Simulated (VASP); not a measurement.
Wanted: the native input for a VASP 6.6.1 run.

```yaml
Task: relaxation of cell and atoms
Functional: PBE
Dispersion: D3(BJ)
Potentials_or_basis: VASP PAW PBE potentials, release 64 (Al, Cu)
Cutoff: 600 eV
k_mesh: 10 × 10 × 10
Occupations: gaussian, width 0.1 eV
Spin: no spin polarisation
Dipole_correction: no
Further_INCAR_settings: ALGO = Fast; EDIFF = 1e-07; IBRION = 2; EDIFFG = -0.005; NSW = 70; ISIF = 3
```

The structure of Al2Cu lies in POSCAR:

```
Al2Cu
1.0
   -3.0261888788      3.0261888788      2.4416174514
    3.0261888788     -3.0261888788      2.4416174514
    3.0261888788      3.0261888788     -2.4416174514
Al Cu
4 2
Direct
    0.6587211841      0.1587211841      0.8174423682
    0.1587211841      0.3412788159      0.5000000000
    0.3412788159      0.8412788159      0.1825576318
    0.8412788159      0.6587211841      0.5000000000
    0.2500000000      0.2500000000      0.0000000000
    0.7500000000      0.7500000000      0.0000000000
```

These files were run (other wordings do the same):

INCAR

```
SYSTEM = Al2Cu
  PREC = Accurate
  ENCUT = 600
  EDIFF = 1E-7
  ISMEAR = 0
  SIGMA = 0.1
  LREAL = .False.
  LASPH = .True.
  NELM = 80
  ALGO = Fast
  ISIF = 3
  LWAVE = .False.
  LCHARG = .False.
  GGA = PE
  IVDW = 12
  IBRION = 2
  NSW = 70
  EDIFFG = -0.005
```

KPOINTS

```
regular mesh
0
Gamma
  10 10 10
  0 0 0
```

Potentials or basis: VASP PAW PBE potentials, release 64 (Al, Cu).

Command:

```console
$ cat potpaw_PBE.64/Al/POTCAR potpaw_PBE.64/Cu/POTCAR > POTCAR
$ mpirun -np 1 vasp_std > vasp.out
```

It gave:

The relaxed volume is 14.29 Å³/atom and the relaxed cell is a = 4.858 Å, b = 4.858 Å, c = 4.858 Å, α = 104.22°, β = 104.22°, γ = 120.58°. The space group after relaxing (to 0.05 Å) is I4/mcm (No. 140). The energy gained by relaxing is 8.7 meV/atom and the ionic steps are 10. The pressure after relaxing is 0.0 GPa. The band gap on the k mesh is zero (band 17 reaches 11.04 eV, above the bottom of band 18 at 6.61 eV) and the dispersion energy per atom is -0.417 eV.

Caveat: pairwise dispersion overbinds metals, which lowers pressure and volume.

It took 44 min on 1 thread of Intel Xeon 6975P-C (shared host), peak memory 0.42 GiB.
